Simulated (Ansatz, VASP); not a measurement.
This is a calculation of AlRu for Ansatz 0.2.0.

input.yaml

```yaml
crystal:
  lattice:
    - [2.9715215427, 0.0, 0.0]
    - [0.0, 2.9715215427, 0.0]
    - [0.0, 0.0, 2.9715215427]
  atoms:
    - { symbol: Ru, position: [0.5, 0.5, 0.5] }
    - { symbol: Al, position: [0.0, 0.0, 0.0] }
kpoints:
  mp_grid: { grid: [9, 9, 9] }
scf:
  occupations: { method: fermi_dirac, width: 0.05 }
hamiltonian:
  xc: lda
  pseudopotentials: { kind: all_electron, lapw: { basis_error: 0.001 } }
output:
  forces: true
  stress: true
  eigenvalues: true
```

Potentials or basis: all-electron LAPW, scalar-relativistic.

Run with:

```bash
$ ansatz run input.yaml --threads 1 --pin off --max-ram 3072MiB --backend cpu --events-out ev --progress --plain --runs-dir out
```

Problem. Translate it to VASP 6.6.1. Potentials there: VASP PAW LDA potentials, release 64 (Ru_pv, Al).

Solution. As run (the cutoff follows the program's own potentials):

File INCAR:

```
PREC = Accurate ; ENCUT = 520
EDIFF = 1E-6 ; ISMEAR = -1
SIGMA = 0.05 ; LREAL = F
LASPH = T ; NELM = 60
ALGO = Normal ; ISIF = 2
LWAVE = F ; LCHARG = F
GGA = CA ; NBANDS = 16
```

File KPOINTS:

```
regular mesh
0
Gamma
  9 9 9
```

The input POSCAR:

```
AlRu
1.0
    2.9715215427      0.0000000000      0.0000000000
    0.0000000000      2.9715215427      0.0000000000
    0.0000000000      0.0000000000      2.9715215427
Ru Al
1 1
Direct
    0.5000000000      0.5000000000      0.5000000000
    0.0000000000      0.0000000000      0.0000000000
```

Potentials or basis: VASP PAW LDA potentials, release 64 (Ru_pv, Al).

The run is started by

```console
$ cat potpaw_LDA.64/Ru_pv/POTCAR potpaw_LDA.64/Al/POTCAR > POTCAR
$ mpirun -np 1 vasp_std > vasp.out
```

Both were run:

|  | VASP | Ansatz | Ansatz less VASP |
| --- | --- | --- | --- |
| gap on the k mesh at the Fermi level (eV) | none | none | - |
| pressure (GPa) | -3.5 | -4.1 | -0.52 |

LDA's correlation is that of Perdew and Zunger in VASP and of Perdew and Wang (1992) in Ansatz. A gap of «none» marks a metal or a gap that the smearing closes. Ansatz ran all-electron here, and VASP with PAW potentials.
